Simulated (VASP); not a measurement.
Set up this calculation in VASP 6.6.1, as the native input.

- Task: single point
- Functional: PBEsol
- Potentials or basis: VASP PAW PBE potentials, release 64 (Sn_d, O_h)
- Cutoff: 1340 eV
- k mesh: 4 × 2 × 4
- Occupations: gaussian, width 0.01 eV
- Spin: no spin polarisation
- Dipole correction: no
- Further INCAR settings: ALGO = Normal; EDIFF = 1e-06; NBANDS = 28

The structure of SnO lies in POSCAR:

```
SnO
1.0
    3.3550000000      0.0000000000      0.0000000000
    0.0000000000      5.6741000000      0.0000000000
    0.0000000000      0.0000000000      4.2219700000
Sn O
2 2
Direct
    0.0000000000      0.2319100000      0.5131400000
    0.5000000000      0.7680900000      0.0131400000
    0.0000000000      0.8912500000      0.7368600000
    0.5000000000      0.1087500000      0.2368600000
```

These files were run (other wordings do the same):

INCAR

```
SYSTEM = SnO
ALGO = Normal
EDIFF = 1E-6
ENCUT = 1340
GGA = PS
GGA_COMPAT = .False.
ISIF = 2
ISMEAR = 0
LASPH = .True.
LCHARG = .True.
LELF = .True.
LREAL = .False.
LVHAR = .True.
LWAVE = .False.
NBANDS = 28
NELM = 120
PREC = Accurate
SIGMA = 0.01
```

KPOINTS

```
k-points
0
Gamma
  4 2 4
  0 0 0
```

Potentials or basis: VASP PAW PBE potentials, release 64 (Sn_d, O_h).

Run with:

```sh
$ cat potpaw_PBE.64/Sn_d/POTCAR potpaw_PBE.64/O_h/POTCAR > POTCAR
$ mpirun -np 1 vasp_std > vasp.out
```

Results of the run:

```
Pressure               : -3.1 GPa
Largest force          : 0.351 eV/Å
Band gap on the k mesh : 1.84 eV (least direct gap 2.53 eV)
```

Caveat: the k points lie up to 0.55 Å⁻¹ apart; the PAW data sets were made with another functional, which shifts forces and pressure a little; spin-orbit coupling is left out, which moves the levels of the heavy elements.

It took 2.9 min on 1 thread of Intel(R) Xeon(R) Platinum 8259CL CPU @ 2.50GHz (Skylake/Cascade Lake), on a shared host, peak memory 0.44 GiB.
